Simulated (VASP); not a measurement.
# CdInI3 (Pm-3m) in VASP: a series of runs, part 2 of 3

VASP 6.6.1.

## Step 3: Relaxation of cell and atoms, PBE

This run uses another cell than the first one, of 41.88 Å³/atom, 0.988 times its volume.

Input file INCAR:

```
SYSTEM = CdInI3
PREC = Accurate
ENCUT = 600
EDIFF = 1E-7
ISMEAR = 0
SIGMA = 0.1
LREAL = .False.
LASPH = .True.
NELM = 100
ALGO = Normal
ISIF = 3
LWAVE = .False.
LCHARG = .False.
GGA = PE
IBRION = 2
NSW = 100
EDIFFG = -0.01
```

Input file KPOINTS:

```
Automatic mesh
0
Gamma
  6 6 6
  0 0 0
```

Input file POSCAR:

```
CdInI3
1.0
    5.9382667399      0.0000000000      0.0000000000
    0.0000000000      5.9382667399      0.0000000000
    0.0000000000      0.0000000000      5.9382667399
Cd In I
1 1 3
Direct
    0.5000000000      0.5000000000      0.5000000000
    0.0000000000      0.0000000000      0.0000000000
    0.5000000000      0.0000000000      0.0000000000
    0.0000000000      0.5000000000      0.0000000000
    0.0000000000      0.0000000000      0.5000000000
```

Potentials or basis: VASP PAW PBE potentials, release 64 (Cd, In_d, I).

On the command line:

```
> cat potpaw_PBE.64/Cd/POTCAR potpaw_PBE.64/In_d/POTCAR potpaw_PBE.64/I/POTCAR > POTCAR
> mpirun -np 1 vasp_std > vasp.out
```

OUTCAR:

```text
SYSTEM = CdInI3
   PREC = Accurate
   ENCUT = 600
   EDIFF = 1E-7
   ISMEAR = 0
   LREAL = .False.
   LASPH = .True.
   NELM = 100
   ISIF = 3
   GGA = PE
   IBRION = 2
   NSW = 100
   EDIFFG = -0.01

 ion  position               nearest neighbor table
   1  0.500  0.500  0.500-
   2  0.000  0.000  0.000-   3 2.97   4 2.97   5 2.97   5 2.97   4 2.97   3 2.97
   3  0.500  0.000  0.000-   2 2.97   2 2.97
   4  0.000  0.500  0.000-   2 2.97   2 2.97
   5  0.000  0.000  0.500-   2 2.97   2 2.97

  LATTYP: Found a simple cubic cell.
 ALAT       =     5.9382667399

  Lattice vectors:

 A1 = (   5.9382667399,   0.0000000000,   0.0000000000)
 A2 = (   0.0000000000,   5.9382667399,   0.0000000000)
 A3 = (   0.0000000000,   0.0000000000,   5.9382667399)

Analysis of symmetry for initial positions (statically):
=====================================================================
 Subroutine PRICEL returns:
 Original cell was already a primitive cell.

 Routine SETGRP: Setting up the symmetry group for a
 simple cubic supercell.

 Subroutine GETGRP returns: Found 48 space group operations
[... 9 lines left out ...]

 Routine SETGRP: Setting up the symmetry group for a
 simple cubic supercell.

 Subroutine GETGRP returns: Found 48 space group operations
[... 11 lines left out ...]
                                     Primitive cell

  volume of cell :     209.4012

  direct lattice vectors                    reciprocal lattice vectors
     5.938266740  0.000000000  0.000000000     0.168399306  0.000000000  0.000000000
     0.000000000  5.938266740  0.000000000     0.000000000  0.168399306  0.000000000
     0.000000000  0.000000000  5.938266740     0.000000000  0.000000000  0.168399306

  length of vectors
     5.938266740  5.938266740  5.938266740     0.168399306  0.168399306  0.168399306

  position of ions in fractional coordinates (direct lattice)
     0.500000000  0.500000000  0.500000000
     0.000000000  0.000000000  0.000000000
     0.500000000  0.000000000  0.000000000
     0.000000000  0.500000000  0.000000000
     0.000000000  0.000000000  0.500000000

  ion indices of the primitive-cell ions
   primitive index   ion index
                 1           1
                 2           2
                 3           3
                 4           4
                 5           5

----------------------------------------------------------------------------------------

 KPOINTS: Automatic mesh

Automatic generation of k-mesh.
 Grid dimensions read from file:
 generate k-points for:    6    6    6

 Generating k-lattice:

  Cartesian coordinates                     Fractional coordinates (reciprocal lattice)
     0.028066551  0.000000000  0.000000000     0.166666667  0.000000000  0.000000000
     0.000000000  0.028066551  0.000000000     0.000000000  0.166666667  0.000000000
     0.000000000  0.000000000  0.028066551     0.000000000  0.000000000  0.166666667

  Length of vectors
     0.028066551  0.028066551  0.028066551

  Shift w.r.t. Gamma in fractional coordinates (k-lattice)
     0.000000000  0.000000000  0.000000000

 Subroutine IBZKPT returns following result:
 ===========================================

 Found     20 irreducible k-points:

 Following reciprocal coordinates:
            Coordinates               Weight
  0.000000  0.000000  0.000000      1.000000
  0.166667  0.000000  0.000000      6.000000
  0.333333  0.000000  0.000000      6.000000
  0.500000  0.000000  0.000000      3.000000
  0.166667  0.166667  0.000000     12.000000
  0.333333  0.166667  0.000000     24.000000
[... 12 lines left out ...]
  0.500000  0.500000  0.333333      6.000000
  0.500000  0.500000  0.500000      1.000000
   k-points           NKPTS =     20   k-points in BZ     NKDIM =     20   number of bands    NBANDS=     27
   number of dos      NEDOS =    301   number of ions     NIONS =      5
   total plane-waves  NPLWV = 110592
   dimension x,y,z NGX =    48 NGY =   48 NGZ =   48
   dimension x,y,z NGXF=    96 NGYF=   96 NGZF=   96
   ions per type =               1   1   3
   NGX,Y,Z   is equivalent  to a cutoff of  13.44, 13.44, 13.44 a.u.
   NGXF,Y,Z  is equivalent  to a cutoff of  26.88, 26.88, 26.88 a.u.
 SYSTEM =  CdInI3
   PREC   = accura    normal or accurate (medium, high low for compatibility)
   ISTART =      0    job   : 0-new  1-cont  2-samecut
   ICHARG =      2    charge: 1-file 2-atom 10-const
   ISPIN  =      1    spin polarized calculation?
   LNONCOLLINEAR =      F non collinear calculations
   LSORBIT =      F    spin-orbit coupling
   LASPH  =      T    aspherical Exc in radial PAW
   ENCUT  =  600.0 eV  44.10 Ry    6.64 a.u.  11.86 11.86 11.86*2*pi/ulx,y,z
   NELM   =    100;   NELMIN=  2; NELMDL= -5     # of ELM steps
   EDIFF  = 0.1E-06   stopping-criterion for ELM
   LREAL  =      F    real-space projection
   EDIFFG = -.1E-01   stopping-criterion for IOM
   NSW    =    100    number of steps for IOM
   IBRION =      2    ionic relax: 0-MD 1-quasi-New 2-CG
   NFREE  =      1    steps in history (QN), initial steepest desc. (CG)
   ISIF   =      3    stress and relaxation
   ISYM   =      2    0-nonsym 1-usesym 2-fastsym
   POTIM  = 0.5000    time-step for ionic-motion
   TEBEG  =    0.0;   TEEND  =   0.0 temperature during run
   PSTRESS=    0.0 pullay stress
   NELECT =      46.0000    total number of electrons
   NUPDOWN=      -1.0000    fix difference up-down
   EMIN   =  10.00;   EMAX   =-10.00  energy-range for DOS
   EFERMI =   0.00;   METHOD = LEGACY
   ISMEAR =     0;   SIGMA  =   0.10  broadening in eV -4-tet -1-fermi 0-gaus
   EFERMI_NEDOS =   21; number of points for ismear=-14 and -15
   IALGO  =     38    algorithm
   IMIX   =      4    mixing-type and parameters
     AMIX     =   0.40;   BMIX     =  1.00
     AMIX_MAG =   1.60;   BMIX_MAG =  1.00
  volume/ion in A,a.u.               =      41.88       282.62
  Fermi-wavevector in a.u.,A,eV,Ry     =   0.987797  1.866666 13.275791  0.975743
  Thomas-Fermi vector in A             =   2.119277
   LORBIT       =      0    0 simple, 1 ext, 2 COOP (PROOUT), +10 PAW based schemes
   GGA     = PE    functional components
   LHFCALC =     F    Hartree Fock is set to
   AEXX    =    0.0000 exact exchange contribution
   IVDW    =     0    specifies the selected vdW correction
   LEPSILON=     F    determine dielectric tensor
   LRPA    =     F    only Hartree local field effects (RPA)
 conjugate gradient relaxation of ions
 non-spin polarized calculation
 Gauss-broadening in eV      SIGMA  =   0.10
  energy-cutoff  :      600.00
  volume of cell :      209.40
 maximum number of plane-waves:      7052
 NGX is ok and might be reduce to    48
   NGX = 23   NGY = 23   NGZ = 23

--------------------------------------- Ionic step        1  -------------------------------------------

 number of electron      46.0000006 magnetization

 Free energy of the ion-electron system (eV)
  ---------------------------------------------------
  ext. energy  EPLUGINS =         0.00000000
  ---------------------------------------------------
  free energy    TOTEN  =        -8.81464840 eV

  energy without entropy =       -8.80123929  energy(sigma->0) =       -8.80794385

------------------------ aborting loop because EDIFF is reached ----------------------------------------

  FORCE on cell =-STRESS in cart. coord.  units (eV):
  Direction    XX          YY          ZZ          XY          YZ          ZX
  --------------------------------------------------------------------------------------
  -------------------------------------------------------------------------------------
  Total        0.2932817      0.2932817      0.2932817     -0.0000000     -0.0000000     -0.0000000
  in kB        2.2439670      2.2439670      2.2439670     -0.0000000     -0.0000000     -0.0000000
  external PRESSURE =       2.2439670 kB  Pullay stress =       0.0000000 kB
[... 63 lines left out ...]
  energy  without entropy=       -8.8027479833  energy(sigma->0) =       -8.80947816

--------------------------------------- Ionic step        3  -------------------------------------------

 number of electron      46.0000015 magnetization

 Free energy of the ion-electron system (eV)
  ---------------------------------------------------
  ext. energy  EPLUGINS =         0.00000000
  ---------------------------------------------------
  free energy    TOTEN  =        -8.81632330 eV

  energy without entropy =       -8.80284245  energy(sigma->0) =       -8.80958287

 E-fermi :   1.7981     XC(G=0):  -7.8825

 val. band max:        1.7795542581   @ k =   0.5000   0.5000   0.0000
 cond. band min:       1.8021123582   @ k =   0.5000   0.3333   0.0000
 fundamental gap:      0.0225581002
 Fermi energy:         1.7981020014

 k-point     1 :       0.0000    0.0000    0.0000
  band No.  band energies     occupation
      1     -12.9447      2.00000
      2     -12.9447      2.00000
      3     -12.7582      2.00000
      4     -12.7582      2.00000
      5     -12.7582      2.00000
      6     -10.8105      2.00000
[... 621 lines left out ...]
  FREE ENERGIE OF THE ION-ELECTRON SYSTEM (eV)
  ---------------------------------------------------
  free  energy   TOTEN  =        -8.8163232955 eV

  energy  without entropy=       -8.8028424515  energy(sigma->0) =       -8.80958287

 reached required accuracy - stopping structural energy minimisation
```

OSZICAR:

```text
N       E                     dE             d eps       ncg     rms          rms(c)
DAV:   1     0.391854901905E+03    0.39185E+03   -0.20863E+04  1080   0.170E+03
DAV:   2     0.348568851969E+02   -0.35700E+03   -0.34794E+03  1198   0.384E+02
DAV:   3    -0.700095382112E+01   -0.41858E+02   -0.40878E+02  1358   0.131E+02
DAV:   4    -0.917348335714E+01   -0.21725E+01   -0.21663E+01  1266   0.281E+01
[... 28 lines left out ...]
DAV:   5    -0.881632400746E+01    0.12734E-04   -0.14531E-05  1573   0.411E-02    0.160E-02
DAV:   6    -0.881632278618E+01    0.12213E-05   -0.16927E-06  1395   0.966E-03    0.345E-03
DAV:   7    -0.881632320278E+01   -0.41659E-06   -0.56128E-08   657   0.166E-03    0.101E-03
DAV:   8    -0.881632331452E+01   -0.11175E-06   -0.36670E-08   618   0.129E-03    0.569E-04
DAV:   9    -0.881632329546E+01    0.19061E-07   -0.42442E-09   600   0.636E-04
   3 F= -.88163233E+01 E0= -.88095829E+01  d E =-.167490E-02
```

It took 4.4 min on 1 thread of Intel Xeon Platinum 8259CL at 2.50GHz (Skylake/Cascade Lake), shared host; peak memory 0.44 GiB.

Results:

| Quantity | Value |
| --- | --- |
| Free energy | -8.8163 eV |
| Relaxed volume | 42.37 Å³/atom |
| Relaxed cell | a = 5.961 Å, b = 5.961 Å, c = 5.961 Å, α = 90.00°, β = 90.00°, γ = 90.00° |
| Space group after relaxing (to 0.05 Å) | Pm-3m (No. 221) |
| Energy gained by relaxing | 0.3 meV/atom |
| Ionic steps | 3 |
| Pressure after relaxing | 0.0 GPa |
| Band gap on the k mesh | zero (band 23 reaches 1.85 eV, above the bottom of band 24 at 0.92 eV) |

The path:
| step | energy change (eV) | largest force (eV/Å) | pressure (GPa) | volume (Å³) |
| --- | --- | --- | --- | --- |
| 1 | 0.0000 | 0.0000 | 0.22 | 209.40 |
| 2 | -0.0016 | 0.0000 | 0.06 | 211.18 |
| 3 | -0.0017 | 0.0000 | 0.00 | 211.85 |

Final structure:
```xyz
5
Lattice="5.9613 0.0000 0.0000 0.0000 5.9613 0.0000 0.0000 0.0000 5.9613" Properties=species:S:1:pos:R:3 pbc="T T T"
Cd    2.9806    2.9806    2.9806
In    0.0000    0.0000    0.0000
I     2.9806    0.0000    0.0000
I     0.0000    2.9806    0.0000
I     0.0000    0.0000    2.9806
```

Levels at points of the mesh, in eV from the Fermi level:
```
           k point  band 20  band 21  band 22  band 23  band 24  band 25  band 26  band 27
(0.00, 0.00, 0.00)    -1.32    -1.25    -1.25    -1.25    -0.88     5.29     5.29     5.29
(0.50, 0.00, 0.00)    -1.47    -1.23    -1.23     0.06     0.53     3.36     3.68     4.55
(0.50, 0.50, 0.00)    -1.62    -1.43    -0.61    -0.02     1.86     3.03     3.03     3.84
(0.50, 0.50, 0.50)    -0.82    -0.60    -0.60    -0.60     2.50     2.50     2.50     3.12
```

Caveat: spin-orbit coupling is left out, which moves the levels of the heavy elements.

## Step 4: Single point, PBE

This run uses another cell than the first one, of 41.88 Å³/atom, 0.988 times its volume.

Input file INCAR:

```
SYSTEM = CdInI3
ALGO = Normal ; EDIFF = 1E-6
ENCUT = 520 ; GGA = PE
ISIF = 2 ; ISMEAR = 0
LASPH = .TRUE. ; LCHARG = .FALSE.
LREAL = .FALSE. ; LWAVE = .FALSE.
NBANDS = 31 ; NELM = 100
PREC = Accurate ; SIGMA = 0.1
```

Input file KPOINTS:

```
k-points
0
G
  4 4 4
  0 0 0
```

POSCAR is that of step 3.

On the command line:

```
> cat potpaw_PBE.64/Cd/POTCAR potpaw_PBE.64/In_d/POTCAR potpaw_PBE.64/I/POTCAR > POTCAR
> mpirun -np 1 vasp_std > vasp.out
```

It took 56 s on 1 thread of Intel Xeon Platinum 8259CL at 2.50GHz (Skylake/Cascade Lake), shared host; peak memory 0.35 GiB.

The run converged. Its results:

```
Free energy            : -8.8136 eV
Pressure               : 0.3 GPa
Band gap on the k mesh : zero (band 23 reaches 1.95 eV, above the bottom of band 24 at 1.00 eV)
```

Levels at points of the mesh, in eV from the Fermi level:
| k point | band 21 | band 22 | band 23 | band 24 | band 25 | band 26 |
| --- | --- | --- | --- | --- | --- | --- |
| (0.00, 0.00, 0.00) | -1.31 | -1.31 | -1.31 | -0.95 | 5.24 | 5.24 |
| (0.50, 0.00, 0.00) | -1.30 | -1.30 | 0.00 | 0.52 | 3.29 | 3.66 |
| (0.50, 0.50, 0.00) | -1.48 | -0.66 | -0.07 | 1.87 | 2.99 | 2.99 |
| (0.50, 0.50, 0.50) | -0.66 | -0.66 | -0.66 | 2.46 | 2.46 | 2.46 |

Caveat: spin-orbit coupling is left out, which moves the levels of the heavy elements.

(Part 2 of 3 ends here.)
